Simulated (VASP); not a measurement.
HgTe:

```
Hg Te
1.0
     2.97243   -3.44366    0.00000
     2.97243    3.44366    0.00000
     0.00000    0.00000    5.75924
Hg Te
2 2
Direct
  0.65695 0.34305 0.25000
  0.34305 0.65695 0.75000
  0.21519 0.78481 0.25000
  0.78481 0.21519 0.75000
```

Program: VASP 6.6.1. Alike in all runs: task single point; no spin polarisation; cell as given; k mesh 6 × 6 × 5; cutoff (eV) 520; smearing fermi-dirac 0.05 eV.

Question: Order these runs on this cell by their pressure, lowest first.
A. level PBEsol; potentials or basis VASP PAW PBE potentials, release 64 (Hg, Te)
B. level r2SCAN; potentials or basis VASP PAW PBE potentials, release 64 (Hg, Te)
C. level LDA; potentials or basis VASP PAW LDA potentials, release 64 (Hg, Te)

Answer: C (-4.0 GPa), A (-2.5 GPa), B (-0.4 GPa).

Caveats: the PAW data sets were made with another functional, which shifts forces and pressure a little (some runs).
